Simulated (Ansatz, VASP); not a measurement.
**Two plane-wave programs on SiO2**

```
CELL_PARAMETERS angstrom
4.97917 0.00000 0.00000
0.00000 4.97917 0.00000
0.00000 0.00000 6.91487
ATOMIC_POSITIONS crystal
Si 0.30246 0.30246 0.00000
Si 0.19754 0.80246 0.25000
Si 0.69754 0.69754 0.50000
Si 0.80246 0.19754 0.75000
O 0.23817 0.10927 0.18146
O 0.39073 0.73817 0.43146
O 0.76183 0.89073 0.68146
O 0.60927 0.26183 0.93146
O 0.73817 0.39073 0.56854
O 0.89073 0.76183 0.31854
O 0.26183 0.60927 0.06854
O 0.10927 0.23817 0.81854
```

Alike in both runs: task single point; functional LDA; k mesh 6 × 6 × 4; no spin polarisation.

```csv
,VASP,Ansatz
version,VASP 6.6.1,Ansatz 0.2.0
potentials or method,"VASP PAW LDA potentials, release 64 (Si, O)","plane waves, PAW"
plane-wave cutoff (eV),520,420
occupations,"gaussian, width 0.01 eV",fixed
valence electrons in the cell,64,64
```

Ansatz gave:

- gap on the k mesh at the Fermi level (eV): 5.48
- pressure (GPa): -1.6
- traceless stress, the component that is largest in VASP (GPa): 0.09
- rms of the force components (eV/Å): 0.043

**Question.** What did VASP give for the same quantities?

**Answer.** gap on the k mesh at the Fermi level (eV): 5.49; pressure (GPa): -1.1; traceless stress, the component that is largest in VASP (GPa): 0.06; rms of the force components (eV/Å): 0.032.

LDA's correlation is that of Perdew and Zunger in VASP and of Perdew and Wang (1992) in Ansatz. Atom by atom the forces differ by 0.015 eV/Å (rms over components).
